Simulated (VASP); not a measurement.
A run of VASP 6.6.1 is set up as follows.

Contents of INCAR:

```
SYSTEM = HfO2
ALGO = Normal
EDIFF = 1E-6
ENCUT = 600
GGA_COMPAT = .FALSE.
ISIF = 2
ISMEAR = 0
LASPH = .TRUE.
LCHARG = .TRUE.
LELF = .TRUE.
LREAL = .FALSE.
LVHAR = .TRUE.
LWAVE = .FALSE.
NBANDS = 18
NELM = 120
PREC = Accurate
SIGMA = 0.01
```

The input KPOINTS:

```
k-points
0
G
  4 4 4
  0 0 0
```

File POSCAR:

```
HfO2
1.0
    0.0000000000      2.5291823194      2.5291823194
    2.5291823194      0.0000000000      2.5291823194
    2.5291823194      2.5291823194      0.0000000000
Hf O
1 2
Direct
    0.0000000000      0.0000000000      0.0000000000
    0.2500000000      0.2500000000      0.2500000000
    0.7500000000      0.7500000000      0.7500000000
```

Potentials or basis: VASP PAW LDA potentials, release 64 (Hf_pv, O).

Run with:

```sh
$ cat potpaw_LDA.64/Hf_pv/POTCAR potpaw_LDA.64/O/POTCAR > POTCAR
$ mpirun -np 1 vasp_std > vasp.out
```

Problem. Estimate the band gap on the k mesh.

Solution. 3.61 eV, direct.

Problem. Predict the pressure.

Solution. -12.3 GPa.

Caveat: the k points lie up to 0.54 Å⁻¹ apart; spin-orbit coupling is left out, which moves the levels of the heavy elements. A k mesh can miss the band edges.
